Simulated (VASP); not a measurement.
Write the native input for VASP 6.6.1 that does the following.

```yaml
Task: single point
Functional: PBE
Potentials_or_basis: VASP PAW PBE potentials, release 64 (Hf_pv, O)
Cutoff: 520 eV
k_mesh: 11 × 11 × 11
Occupations: fermi-dirac, width 0.05 eV
Spin: no spin polarisation
Dipole_correction: no
Further_INCAR_settings: ALGO = Normal; EDIFF = 1e-06; NBANDS = 18
```

The structure of HfO2 (fluorite type) lies in POSCAR:

```
HfO2
1.0
    0.0000000000      2.1733086185      2.1733086185
    2.1733086185      0.0000000000      2.1733086185
    2.1733086185      2.1733086185      0.0000000000
Hf O
1 2
Direct
    0.0000000000      0.0000000000      0.0000000000
    0.2500000000      0.2500000000      0.2500000000
    0.7500000000      0.7500000000      0.7500000000
```

This cell differs from its parent crystal: volume scaled by 0.62.

One way to write it, as run:

INCAR

```
SYSTEM = HfO2
PREC = Accurate
ENCUT = 520
EDIFF = 1E-6
ISMEAR = -1
SIGMA = 0.05
LREAL = .FALSE.
LASPH = .TRUE.
NELM = 80
ALGO = Normal
ISIF = 2
LWAVE = .FALSE.
LCHARG = .FALSE.
GGA = PE
NBANDS = 18
```

KPOINTS

```
Automatic mesh
0
G
  11 11 11
  0 0 0
```

Potentials or basis: VASP PAW PBE potentials, release 64 (Hf_pv, O).

Run with:

```sh
$ cat potpaw_PBE.64/Hf_pv/POTCAR potpaw_PBE.64/O/POTCAR > POTCAR
$ mpirun -np 1 vasp_std > vasp.out
```

Results of the run:

* Pressure: 310.4 GPa
* Band gap on the k mesh: 4.64 eV, indirect (least direct gap 5.34 eV)

Caveat: spin-orbit coupling is left out, which moves the levels of the heavy elements.

Run time: 14 s on 1 thread of Intel(R) Xeon(R) 6975P-C (Granite Rapids), with other jobs on the host, peak memory 0.15 GiB.
